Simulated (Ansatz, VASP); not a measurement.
**Au in VASP and in Ansatz**

The input INCAR:

```
PREC = Accurate
ENCUT = 500
EDIFF = 1E-6
ISMEAR = 0
SIGMA = 0.1
LREAL = F
LASPH = T
NELM = 120
ALGO = Normal
ISIF = 2
LWAVE = F
LCHARG = F
GGA = PS
NBANDS = 12
GGA_COMPAT = F
```

KPOINTS

```
Automatic mesh
0
Gamma
  11 11 11
```

Contents of POSCAR:

```
Au
1.0
    0.0000000000      2.1921372950      2.1921372950
    2.1921372950      0.0000000000      2.1921372950
    2.1921372950      2.1921372950      0.0000000000
Au
1
Direct
    0.0000000000      0.0000000000      0.0000000000
```

The input input.yaml:

```yaml
crystal:
  lattice: { a: 4.38427459, b: 4.38427459, c: 4.38427459, alpha: 90.0, beta: 90.0, gamma: 90.0 }
  space_group: 225
  setting: { hermann_mauguin: Fm-3m }
  reduce_to_primitive: true
  atoms:
    - { symbol: Au, position: [0.0, 0.0, 0.0] }
kpoints:
  mp_grid: { grid: [11, 11, 11] }
scf:
  occupations: { method: gaussian, width: 0.1 }
hamiltonian:
  xc: pbesol
  pseudopotentials:
    kind: all_electron
    lapw: { basis_error: 0.001 }
    dirac_shells: { Au: ["4p", "4d"] }
output:
  forces: true
  stress: true
  eigenvalues: true
```

Change from the starting cell: volume scaled by 1.25.

Alike in both runs: task single point; functional PBEsol; k mesh 11 × 11 × 11; occupations gaussian, width 0.1 eV; no spin polarisation.

|  | VASP | Ansatz |
| --- | --- | --- |
| version | VASP 6.6.1 | Ansatz 0.2.0 |
| potentials or method | VASP PAW PBE potentials, release 64 (Au), cutoff 500 eV | all-electron LAPW, inner shells corrected to Dirac's equation |

```tsv
	VASP	Ansatz	Ansatz less VASP
gap on the k mesh at the Fermi level (eV)	none	none	-
pressure (GPa)	-20.1	-20.0	+0.13
```

VASP's potentials were made for PBE, not for PBEsol. A gap of «none» marks a metal or a gap that the smearing closes. Ansatz ran all-electron here, and VASP with PAW potentials.

Spin-orbit coupling is off throughout.
